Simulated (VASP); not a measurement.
KTaO3, 5 atoms in the cell. The structure is cubic, space group Pm-3m (No. 221). The conventional cell has a = 4.024 Å, b = 4.024 Å, c = 4.024 Å, α = 90.00°, β = 90.00°, γ = 90.00°. Within 3.7 Å of K (site symmetry m-3m) lie 12 O at 2.85 Å and 8 Ta at 3.49 Å. Ta (site symmetry m-3m) has 6 O at 2.01 Å within 2.7 Å. Within 2.7 Å of O (site symmetry 4/mmm) lie 2 Ta at 2.01 Å. 

```yaml
Program: VASP 6.6.1
Task: relaxation of cell and atoms
Functional: r2SCAN
Potentials_or_basis: VASP PAW PBE potentials, release 64 (K_sv, Ta_pv, O)
Cutoff: 600 eV
k_mesh: 6 × 6 × 6
Occupations: fermi-dirac, width 0.02 eV
Spin: no spin polarisation
Dipole_correction: no
Further_INCAR_settings: ALGO = Normal; EDIFF = 1e-07; IBRION = 2; EDIFFG = -0.005; NSW = 80; ISIF = 3
```

Potentials or basis: VASP PAW PBE potentials, release 64 (K_sv, Ta_pv, O).

The run is started by

```bash
$ cat potpaw_PBE.64/K_sv/POTCAR potpaw_PBE.64/Ta_pv/POTCAR potpaw_PBE.64/O/POTCAR > POTCAR
$ cp INCAR.step1 INCAR
$ mpirun -np 1 vasp_std > vasp.out
$ cp INCAR.step2 INCAR
$ mpirun -np 1 vasp_std > vasp.out
```

Hardware: 1 thread of Intel(R) Xeon(R) 6975P-C (Granite Rapids), with other jobs on the host.

Question: Estimate the wall time of this run.

Answer: Run time: 2.3 min on 1 thread of Intel(R) Xeon(R) 6975P-C (Granite Rapids) (shared host), peak memory 0.22 GiB. Counts: k points 20, ion steps 3.
